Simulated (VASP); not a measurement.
WSe2: single point with LDA

System: WSe2, a slab with vacuum.

```
CELL_PARAMETERS angstrom
3.24861 0.00000 0.00000
-1.62430 2.81338 0.00000
0.00000 0.00000 23.62832
ATOMIC_POSITIONS crystal
W 0.47924 0.33333 0.13547
W 0.51554 0.66667 0.86453
Se 0.15480 0.66667 0.20589
Se 0.84583 0.33333 0.93511
Se 0.16016 0.66667 0.06489
Se 0.85137 0.33333 0.79411
```

This cell differs from its parent crystal: atoms displaced along a vibrational mode.

| Property | Result |
| --- | --- |
| Program | VASP 6.6.1 |
| Task | single point |
| Functional | LDA |
| Potentials or basis | VASP PAW LDA potentials, release 64 (W_sv, Se) |
| Cutoff | 520 eV |
| k mesh | 9 × 9 × 2 |
| Occupations | gaussian, width 0.05 eV |
| Spin | no spin polarisation |

```yaml
Largest_force: 0.780 eV/Å
Band_gap_on_the_k_mesh: 1.29 eV (least direct gap 1.71 eV)
```

Forces on the atoms (eV/Å):
```
W    0.779  0.022  0.030
W   -0.059 -0.032 -0.017
Se  -0.299  0.001  0.124
Se   0.032 -0.095 -0.121
Se  -0.387  0.105  0.099
Se  -0.066 -0.002 -0.114
```

Levels at points of the mesh, in eV from the valence-band top:
```csv
k point,band 23,band 24,band 25,band 26,band 27,band 28,band 29,band 30
"(0.00, 0.00, 0.00)",-1.39,-1.24,-0.86,0.00,2.69,2.87,2.89,3.01
"(0.00, 0.00, 0.50)",-1.39,-1.24,-0.86,0.00,2.69,2.87,2.89,3.01
```

Run time: 23 min on 1 thread of Intel(R) Xeon(R) Platinum 8259CL CPU @ 2.50GHz (Skylake/Cascade Lake), with other jobs on the host, peak memory 0.6 GiB.

Caveat: the cell differs from its parent crystal (atoms displaced along a vibrational mode); spin-orbit coupling is left out, which moves the levels of the heavy elements.
